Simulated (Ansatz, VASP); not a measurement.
**Two plane-wave programs on CdTe**

```xyz
2
Lattice="0.0000 3.4440 3.0450 3.4440 0.0000 3.0450 3.4440 3.4440 0.0000" Properties=species:S:1:pos:R:3 pbc="T T T"
Cd    0.0000    0.0000    0.0000
Te    1.7220    1.7220    1.5225
```

Change from the starting cell: epitaxial_xy strain +5.0%.

Alike in both runs: task single point; functional PBE; k mesh 6 × 6 × 6; occupations fermi-dirac, width 0.02 eV; no spin polarisation.

```csv
,VASP,Ansatz
version,VASP 6.6.1,Ansatz 0.2.0
potentials or method,"VASP PAW PBE potentials, release 64 (Cd, Te)","plane waves, PAW"
plane-wave cutoff (eV),520,420
valence electrons in the cell,18,36
```

|  | VASP | Ansatz | Ansatz less VASP |
| --- | --- | --- | --- |
| pressure (GPa) | 0.0 | -0.1 | -0.12 |
| traceless stress, the component that is largest in VASP (GPa) | 1.07 | 1.07 | +0.008 |

With one functional, cell and mesh, what is left measures potentials, basis and numerics. VASP's potentials hold 18 valence electrons a cell and Ansatz's 36, so a difference there can come from the potentials and not from the codes.

Spin-orbit coupling is off throughout.
